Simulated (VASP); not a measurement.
## H2CO: single point with PBE

The system is H2CO.

```
O C H
1.0
     8.59253    0.00000    0.00000
     0.00000    8.59253    0.00000
     0.00000    0.00000    8.59253
O C H
8 8 16
Direct
  0.28859 0.43363 0.85638
  0.98454 0.97553 0.10324
  0.94128 0.43346 0.24891
  0.64493 0.37703 0.71509
  0.55677 0.08456 0.24620
  0.56866 0.59533 0.24663
  0.18340 0.00769 0.64421
  0.75684 0.88977 0.71212
  0.29839 0.47189 0.72330
  0.99795 0.83881 0.08983
  0.99124 0.30533 0.24493
  0.67712 0.31465 0.59176
  0.53547 0.05433 0.11356
  0.55609 0.54167 0.11657
  0.11007 0.06994 0.74090
  0.68791 0.82152 0.60833
  0.29086 0.59871 0.69260
  0.32320 0.38961 0.62550
  0.11429 0.78154 0.09163
  0.89835 0.75559 0.06656
  0.04611 0.25126 0.14581
  0.99938 0.24027 0.35475
  0.67204 0.38172 0.48031
  0.72447 0.19156 0.58945
  0.62899 0.08420 0.01257
  0.43125 0.98809 0.06643
  0.57969 0.61396 0.01468
  0.52414 0.42323 0.08159
  0.98735 0.12749 0.72863
  0.16308 0.08414 0.85506
  0.75149 0.78707 0.49867
  0.56478 0.80499 0.60778
```

```
Program             : VASP 6.6.1
Task                : single point
Functional          : PBE
Potentials or basis : VASP PAW PBE potentials, release 64 (O_h, C_h, H_h)
Cutoff              : 1000 eV
k mesh              : 1 × 1 × 1
Occupations         : fermi-dirac, width 0.05 eV
Spin                : no spin polarisation
```

The pressure is 0.9 GPa, the largest force is 3.694 eV/Å and the band gap on the k mesh is 3.21 eV.

Forces in eV/Å, atoms in the order of the input:
```
O   -0.256 -0.790  1.419
O   -0.411  1.942  0.283
O   -1.239  2.640 -0.437
O   -0.082 -0.213 -0.313
O    0.079  0.444  1.764
O   -0.212 -0.541  0.025
O    1.199 -1.571 -2.943
O   -0.383 -0.392 -0.095
C    0.466  0.999 -1.236
C    0.072 -2.364 -0.605
C    1.159 -1.393  1.124
C    0.562  0.132  0.383
C    1.031 -0.444 -3.520
C    0.292  0.669  0.068
C   -2.138  2.082  2.101
C    2.032  0.888 -0.500
H   -0.067 -0.177 -0.263
H   -0.186 -0.018  0.101
H    0.136 -0.110  0.126
H    0.172  0.409  0.218
H    0.184 -0.410 -1.063
H   -0.082 -0.769  0.372
H   -0.124 -0.309  0.015
H   -0.339  0.434 -0.143
H   -1.234 -0.268  1.391
H    0.164  0.277  0.391
H    0.145  0.555 -0.594
H   -0.225 -0.679  0.519
H    0.991 -0.693 -0.237
H   -0.021  0.204  1.077
H   -0.239 -0.173  0.374
H   -1.449 -0.360  0.197
```

Stress tensor (GPa, compression positive):
```
 0.02 -0.50 -0.27
-0.50  1.37  0.08
-0.27  0.08  1.41
```

Levels at points of the mesh, in eV from the valence-band top:
```
           k point  band 46  band 47  band 48  band 49  band 50  band 51
(0.00, 0.00, 0.00)    -0.13    -0.03     0.00     3.21     3.29     3.36
```

It took 4.7 min on 1 thread of Intel(R) Xeon(R) Platinum 8375C CPU @ 2.90GHz (Ice Lake), on a shared host, peak memory 1.2 GiB.

Caveat: the k points lie up to 0.73 Å⁻¹ apart.
